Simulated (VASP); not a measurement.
# CuAu (P4/mmm) in VASP: further runs, part 2 of 2

VASP 6.6.1. The steps go on from the part before.

### 3 Single point, PBE

This run uses another cell than the first one, of 15.00 Å³/atom, 0.943 times its volume.

The input, INCAR:

```
SYSTEM = CuAu
ALGO = Normal ; EDIFF = 1E-7
ENCUT = 520 ; GGA = PE
ISIF = 2 ; ISMEAR = 0
LASPH = .TRUE. ; LCHARG = .FALSE.
LREAL = .FALSE. ; LWAVE = .FALSE.
NBANDS = 18 ; NELM = 100
PREC = Accurate ; SIGMA = 0.1
```

The input, KPOINTS:

```
k-points
0
G
  14 14 12
  0 0 0
```

The input, POSCAR:

```
CuAu
1.0
    2.8920325341      0.0000000000      0.0000000000
    0.0000000000      2.8920325341      0.0000000000
    0.0000000000      0.0000000000      3.5876028847
Cu Au
1 1
Direct
    0.5000000000      0.5000000000      0.5000000000
    0.0000000000      0.0000000000      0.0000000000
```

Potentials or basis: VASP PAW PBE potentials, release 64 (Cu, Au).

Launch:

```console
$ cat potpaw_PBE.64/Cu/POTCAR potpaw_PBE.64/Au/POTCAR > POTCAR
$ mpirun -np 1 vasp_std > vasp.out
```

Run time: 66 s. Hardware: 1 thread of Intel Xeon Platinum 8488C (Sapphire Rapids), shared host; peak memory 0.26 GiB.

Results (log left out):

- Free energy: -7.0700 eV
- Pressure: 0.0 GPa
- Band gap on the k mesh: zero (band 11 reaches 13.29 eV, above the bottom of band 12 at 6.29 eV)

Levels at points of the mesh, in eV from the Fermi level:
```tsv
k point	band 9	band 10	band 11	band 12	band 13	band 14
(0.00, 0.00, 0.00)	-1.67	-1.47	-1.47	2.94	8.75	9.23
(0.50, 0.00, 0.00)	-2.38	-2.18	-1.00	-0.49	9.94	9.97
(0.50, 0.50, 0.00)	-1.33	-1.33	0.44	0.44	4.42	6.29
(0.00, 0.00, 0.50)	-2.33	-2.33	-2.16	-2.00	13.84	14.02
(0.50, 0.00, 0.50)	-1.52	-1.48	-0.89	-0.89	2.46	4.36
(0.50, 0.50, 0.50)	-1.85	-1.69	5.00	5.42	5.42	5.50
```

Caveat: spin-orbit coupling is left out, which moves the levels of the heavy elements.

### 4 Single point, PBE

This run uses another cell than the first one, of 15.00 Å³/atom, 0.943 times its volume.

The input, INCAR:

```
PREC     = Accurate       # precision mode
ENCUT    = 520            # plane-wave cutoff, eV
EDIFF    = 1E-6           # SCF threshold, eV
ISMEAR   = 0              # smearing method
SIGMA    = 0.1            # smearing width, eV
LREAL    = F              # projectors in reciprocal space
LASPH    = T              # aspherical terms in the spheres
NELM     = 100            # most SCF steps
ALGO     = Normal         # electronic algorithm
ISIF     = 2              # what is computed and relaxed
LWAVE    = F              # write WAVECAR
LCHARG   = F              # write CHGCAR
GGA      = PE             # functional
NBANDS   = 18             # bands
```

The input, KPOINTS:

```
regular mesh
0
Gamma
  14 14 12
```

POSCAR is that of step 3.

Launch:

```console
$ cat potpaw_PBE.64/Cu/POTCAR potpaw_PBE.64/Au/POTCAR > POTCAR
$ mpirun -np 1 vasp_std > vasp.out
```

Wall time 98 s (1 thread of Intel Xeon Platinum 8488C (Sapphire Rapids), shared host); peak memory 0.26 GiB.

The run converged. Its results:

| Quantity | Value |
| --- | --- |
| Free energy | -7.0700 eV |
| Pressure | -0.1 GPa |
| Band gap on the k mesh | zero (band 11 reaches 13.29 eV, above the bottom of band 12 at 6.29 eV) |

Levels at points of the mesh, in eV from the Fermi level:
```
           k point  band 7  band 8  band 9  band 10  band 11  band 12  band 13  band 14  band 15  band 16
(0.00, 0.00, 0.00)   -2.62   -2.03   -1.67    -1.47    -1.47     2.94     8.75     9.23     9.23    15.79
(0.50, 0.00, 0.00)   -2.87   -2.86   -2.38    -2.18    -1.00    -0.49     9.94     9.97    11.56    11.88
(0.50, 0.50, 0.00)   -1.72   -1.69   -1.33    -1.33     0.44     0.44     4.42     6.29    10.46    11.91
(0.00, 0.00, 0.50)   -3.06   -2.83   -2.33    -2.33    -2.16    -2.00    13.84    14.02    14.02    14.61
(0.50, 0.00, 0.50)   -1.96   -1.76   -1.52    -1.48    -0.89    -0.89     2.46     4.36    15.28    15.42
(0.50, 0.50, 0.50)   -3.01   -2.06   -1.85    -1.69     5.00     5.42     5.42     5.50     6.55     7.06
```

Caveat: spin-orbit coupling is left out, which moves the levels of the heavy elements.

### 5 Relaxation of cell and atoms, PBE

This run uses another cell than the first one, of 14.56 Å³/atom, 0.915 times its volume.

The input, INCAR:

```
  ALGO = Normal
  EDIFF = 1E-6
  EDIFFG = -0.005
  ENCUT = 600
  GGA = PE
  IBRION = 2
  ISIF = 3
  ISMEAR = 0
  LASPH = True
  LCHARG = False
  LREAL = False
  LWAVE = False
  NELM = 100
  NSW = 100
  PREC = Accurate
  SIGMA = 0.1
```

The input, KPOINTS:

```
k-points
0
Gamma
  14 14 12
```

The input, POSCAR:

```
CuAu
1.0
    2.8107494552      0.0000000000      0.0000000000
    0.0000000000      2.8107494552      0.0000000000
    0.0000000000      0.0000000000      3.6850000000
Cu Au
1 1
Direct
    0.5000000000      0.5000000000      0.5000000000
    0.0000000000      0.0000000000      0.0000000000
```

Launch:

```console
$ cat potpaw_PBE.64/Cu/POTCAR potpaw_PBE.64/Au/POTCAR > POTCAR
$ mpirun -np 1 vasp_std > vasp.out
```

Run time: 8.7 min. Hardware: 1 thread of Intel Xeon Platinum 8488C (Sapphire Rapids), shared host; peak memory 0.29 GiB.

The run converged. Its results:

* Free energy: -7.0697 eV
* Relaxed volume: 15.00 Å³/atom
* Relaxed cell: a = 2.889 Å, b = 2.889 Å, c = 3.595 Å, α = 90.00°, β = 90.00°, γ = 90.00°
* Space group after relaxing (to 0.05 Å): P4/mmm (No. 123)
* Energy gained by relaxing: 8.7 meV/atom
* Ionic steps: 9
* Pressure after relaxing: 0.0 GPa
* Band gap on the k mesh: zero (band 11 reaches 13.30 eV, above the bottom of band 12 at 6.29 eV)

The path:
| step | energy change (eV) | largest force (eV/Å) | pressure (GPa) | volume (Å³) |
| --- | --- | --- | --- | --- |
| 1 | 0.0000 | 0.0000 | 4.72 | 29.11 |
| 2 | -0.0029 | 0.0000 | -3.96 | 30.96 |
| 3 | -0.0140 | 0.0000 | -0.13 | 30.07 |
| 4 | -0.0140 | 0.0000 | -0.02 | 30.05 |
| 5 | -0.0146 | 0.0000 | 0.04 | 30.05 |
| 6 | -0.0162 | 0.0000 | -0.04 | 30.03 |
| 7 | -0.0174 | 0.0000 | 0.12 | 29.98 |
| 8 | -0.0173 | 0.0000 | -0.37 | 30.11 |
| 9 | -0.0174 | 0.0000 | 0.00 | 30.01 |

Final structure:
```
Cu Au
1.0
     2.88910    0.00000    0.00000
     0.00000    2.88910    0.00000
     0.00000    0.00000    3.59529
Cu Au
1 1
Direct
  0.50000 0.50000 0.50000
  0.00000 0.00000 0.00000
```

Levels at points of the mesh, in eV from the Fermi level:
```
           k point  band 9  band 10  band 11  band 12  band 13  band 14
(0.00, 0.00, 0.00)   -1.67    -1.47    -1.47     2.90     8.69     9.27
(0.50, 0.00, 0.00)   -2.38    -2.17    -0.99    -0.47     9.91     9.94
(0.50, 0.50, 0.00)   -1.33    -1.33     0.46     0.46     4.45     6.31
(0.00, 0.00, 0.50)   -2.32    -2.32    -2.16    -2.00    13.86    14.04
(0.50, 0.00, 0.50)   -1.52    -1.48    -0.89    -0.89     2.47     4.36
(0.50, 0.50, 0.50)   -1.84    -1.68     5.01     5.42     5.42     5.52
```

Caveat: spin-orbit coupling is left out, which moves the levels of the heavy elements. Zero-point motion and thermal expansion aren't in these numbers.

### 6 Single point, PBE (volume scaled by 1.06, then relaxed in part)

The input, INCAR:

```
PREC     = Accurate       # precision mode
ENCUT    = 520            # plane-wave cutoff, eV
EDIFF    = 1E-7           # SCF threshold, eV
ISMEAR   = 0              # smearing method
SIGMA    = 0.1            # smearing width, eV
LREAL    = False          # projectors in reciprocal space
LASPH    = True           # aspherical terms in the spheres
NELM     = 100            # most SCF steps
ALGO     = Normal         # electronic algorithm
ISIF     = 2              # what is computed and relaxed
LWAVE    = False          # write WAVECAR
LCHARG   = False          # write CHGCAR
GGA      = PE             # functional
NBANDS   = 18             # bands
```

The input, KPOINTS:

```
regular mesh
0
Gamma
  14 14 12
```

The input, POSCAR:

```
CuAu
1.0
    2.9487534546      0.0000000000      0.0000000000
    0.0000000000      2.9487534546      0.0000000000
    0.0000000000      0.0000000000      3.6579659030
Cu Au
1 1
Direct
    0.5000000000      0.5000000000      0.5000000000
    0.0000000000      0.0000000000      0.0000000000
```

Potentials or basis: VASP PAW PBE potentials, release 64 (Cu, Au).

Launch:

```console
$ cat potpaw_PBE.64/Cu/POTCAR potpaw_PBE.64/Au/POTCAR > POTCAR
$ mpirun -np 1 vasp_std > vasp.out
```

Run time: 1.8 min. Hardware: 1 thread of Intel Xeon Platinum 8488C (Sapphire Rapids), shared host; peak memory 0.27 GiB.

Results (log left out):

```
Free energy            : -7.0293 eV
Pressure               : -7.0 GPa
Band gap on the k mesh : zero (band 11 reaches 12.24 eV, above the bottom of band 12 at 5.59 eV)
```

Stress tensor (GPa, compression positive):
```
-7.02  0.00  0.00
 0.00 -7.02  0.00
 0.00  0.00 -6.91
```

Levels at points of the mesh, in eV from the Fermi level:
```tsv
k point	band 9	band 10	band 11	band 12	band 13	band 14
(0.00, 0.00, 0.00)	-1.60	-1.42	-1.42	2.98	8.19	9.02
(0.50, 0.00, 0.00)	-2.22	-2.04	-0.95	-0.56	9.61	9.72
(0.50, 0.50, 0.00)	-1.30	-1.30	0.59	0.59	4.07	5.85
(0.00, 0.00, 0.50)	-2.17	-2.17	-2.02	-1.88	13.59	13.59
(0.50, 0.00, 0.50)	-1.47	-1.44	-0.67	-0.67	2.21	4.03
(0.50, 0.50, 0.50)	-1.85	-1.60	4.77	5.05	5.28	5.28
```

Caveat: the cell differs from its parent crystal (volume scaled by 1.06, then relaxed in part); spin-orbit coupling is left out, which moves the levels of the heavy elements.

### 7 Overview

| task | cell | cutoff (eV) | gap on the mesh (eV) | pressure (GPa) |
| --- | --- | --- | --- | --- |
| relaxation of shape and atoms at fixed volume | relaxed from a = 2.949, b = 2.949, c = 3.658 Å, 2 atoms | 600 | none | -6.9 |
| single point | a = 2.892, b = 2.892, c = 3.588 Å, 2 atoms | 520 | none | -0.1 |
| relaxation of cell and atoms | relaxed from a = 2.811, b = 2.811, c = 3.685 Å, 2 atoms | 600 | none | 0.0 |
| single point | a = 2.949, b = 2.949, c = 3.658 Å, 2 atoms | 520 | none | -7.0 |

Alike in all rows: level PBE; potentials or basis VASP PAW PBE potentials, release 64 (Cu, Au); no spin polarisation; k mesh 14 × 14 × 12; smearing gaussian 0.1 eV.

Caveats: spin-orbit coupling is left out, which moves the levels of the heavy elements; the relaxation stopped at its first step, so nothing moved (some runs).

Absolute energies hang on the potentials; compare differences alone.
